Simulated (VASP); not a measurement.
# SrTiO3: single point with PBE

SrTiO3:

```
CELL_PARAMETERS angstrom
3.98827 0.00000 0.00000
0.00000 3.98827 0.00000
0.00000 0.00000 3.98827
ATOMIC_POSITIONS crystal
Sr 0.50000 0.50000 0.50000
Ti 0.00000 0.00000 0.00000
O 0.50000 0.00000 0.00000
O 0.00000 0.50000 0.00000
O 0.00000 0.00000 0.50000
```

```json
{
 "Program": "VASP 6.6.1",
 "Task": "single point",
 "Functional": "PBE",
 "Potentials or basis": "VASP PAW PBE potentials, release 64 (Sr_sv, Ti_sv, O)",
 "Cutoff": "520 eV",
 "k mesh": "6 × 6 × 6",
 "Occupations": "gaussian, width 0.05 eV",
 "Spin": "no spin polarisation",
 "Dipole correction": "no",
 "Further INCAR settings": "ALGO = Normal; EDIFF = 1e-06; NBANDS = 28"
}
```

```json
{
 "Pressure": "-5.6 GPa",
 "Band gap on the k mesh": "1.74 eV (least direct gap 2.12 eV)"
}
```

Levels at points of the mesh, in eV from the valence-band top:
| k point | band 16 | band 17 | band 18 | band 19 | band 20 | band 21 | band 22 | band 23 | band 24 | band 25 |
| --- | --- | --- | --- | --- | --- | --- | --- | --- | --- | --- |
| (0.00, 0.00, 0.00) | -1.07 | -1.07 | -0.39 | -0.39 | -0.39 | 1.73 | 1.73 | 1.73 | 3.87 | 3.87 |
| (0.50, 0.00, 0.00) | -2.20 | -2.20 | -1.80 | -0.73 | -0.73 | 1.88 | 3.46 | 3.46 | 3.87 | 5.89 |
| (0.50, 0.50, 0.00) | -2.63 | -1.76 | -1.50 | -1.50 | -0.08 | 3.46 | 3.46 | 3.89 | 4.75 | 7.58 |
| (0.50, 0.50, 0.50) | -3.55 | -3.55 | 0.00 | 0.00 | 0.00 | 4.07 | 4.07 | 4.07 | 6.70 | 6.70 |

It took 82 s on 1 thread of Intel Xeon 8259CL, with other jobs on the host, peak memory 0.19 GiB.

Caveat: the cell stands under tension. A k mesh can miss the band edges.
